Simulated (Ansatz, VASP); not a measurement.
One calculation of ZrWS5, two programs

```xyz
7
Lattice="4.3474 0.0000 0.0000 0.0000 4.3474 0.0000 0.0000 0.0000 6.2372" Properties=species:S:1:pos:R:3 pbc="T T T"
Zr    2.1737    2.1737    0.0000
W     0.0000    0.0000    3.1186
S     0.0000    2.1737    1.7681
S     0.0000    2.1737    4.4691
S     2.1737    0.0000    1.7681
S     2.1737    0.0000    4.4691
S     0.0000    0.0000    0.0000
```

Change from the starting cell: species swapped into the ZnAsPt5 type (P4/mmm, No. 123).

Alike in both runs: functional PBE; k mesh 10 × 10 × 6; occupations gaussian, width 0.1 eV; no spin polarisation.

Ansatz relaxed the structure, and its values are those at the end. VASP's run is a single point on that final structure, the one shown.

|  | VASP | Ansatz |
| --- | --- | --- |
| version | VASP 6.6.1 | Ansatz 0.2.0 |
| potentials or method | VASP PAW PBE potentials, release 64 (Zr_sv, W_sv, S), cutoff 500 eV | scalar-relativistic, plane waves, PAW |
| valence electrons in the cell | 56 | 56 |

|  | VASP | Ansatz | Ansatz less VASP |
| --- | --- | --- | --- |
| gap on the k mesh at the Fermi level (eV) | none | none | - |
| pressure (GPa) | 0.0 | 0.0 | +0.03 |

A gap of «none» marks a metal or a gap that the smearing closes.

Spin-orbit coupling is off throughout.
